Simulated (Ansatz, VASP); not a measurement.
One calculation of Ta2N, two programs

The input INCAR:

```
PREC = Accurate
ENCUT = 520
EDIFF = 1E-6
ISMEAR = 0
SIGMA = 0.15
LREAL = F
LASPH = T
NELM = 100
ALGO = Fast
ISIF = 2
LWAVE = F
LCHARG = T
GGA = PS
LELF = T
LVHAR = T
NBANDS = 20
```

Contents of KPOINTS:

```
Automatic mesh
0
Gamma
  15 15 8
```

Contents of POSCAR:

```
Ta2N
1.0
    3.0782595490     -0.2154781684      0.0000000000
   -1.7257393423      2.7735900531      0.0000000000
    0.0000000000      0.0000000000      4.5706764578
Ta N
2 1
Direct
    0.6666666667      0.3333333333      0.7463700642
    0.3333333333      0.6666666667      0.2536299358
    0.0000000000      0.0000000000      0.0000000000
```

Input for Ansatz:

```yaml
crystal:
  lattice:
    - [3.078259549, -0.2154781684, 0.0]
    - [-1.7257393423, 2.7735900531, 0.0]
    - [0.0, 0.0, 4.5706764578]
  atoms:
    - { symbol: Ta, position: [0.6666666667, 0.3333333333, 0.7463700642] }
    - { symbol: Ta, position: [0.3333333333, 0.6666666667, 0.2536299358] }
    - { symbol: "N", position: [0.0, 0.0, 0.0] }
basis:
  ecutwfc: 520.0
kpoints:
  mp_grid: { grid: [15, 15, 8] }
hamiltonian:
  xc: pbesol
  pseudopotentials: { kind: paw, azcp: { folder: soft_1 } }
scf:
  occupations: { method: gaussian, width: 0.15 }
output:
  forces: true
  stress: true
  eigenvalues: true
```

Change from the starting cell: engineering shear strain xy -0.1400, normal strain along z -0.0525.

Alike in both runs: task single point; functional PBEsol; k mesh 15 × 15 × 8; occupations gaussian, width 0.15 eV; no spin polarisation.

|  | VASP | Ansatz |
| --- | --- | --- |
| version | VASP 6.6.1 | Ansatz 0.2.0 |
| potentials or method | VASP PAW PBE potentials, release 64 (Ta_pv, N), cutoff 520 eV | scalar-relativistic, plane waves, PAW |
| valence electrons in the cell | 27 | 31 |

|  | VASP | Ansatz | Ansatz less VASP |
| --- | --- | --- | --- |
| gap on the k mesh at the Fermi level (eV) | none | none | - |
| pressure (GPa) | 25.4 | 24.5 | -0.90 |
| traceless stress, the component that is largest in VASP (GPa) | 25.59 | 25.45 | -0.147 |
| rms of the force components (eV/Å) | 0.245 | 0.213 | -0.0321 |

VASP's potentials were made for PBE, not for PBEsol, and Ansatz warns of the same on its side. Atom by atom the forces differ by 0.033 eV/Å (rms over components). A gap of «none» marks a metal or a gap that the smearing closes. The functional is the same, so the differences come from potentials, cutoffs and numerics. VASP's potentials hold 27 valence electrons a cell and Ansatz's 31, so a difference there can come from the potentials and not from the codes.

Neither program's run includes spin-orbit coupling.
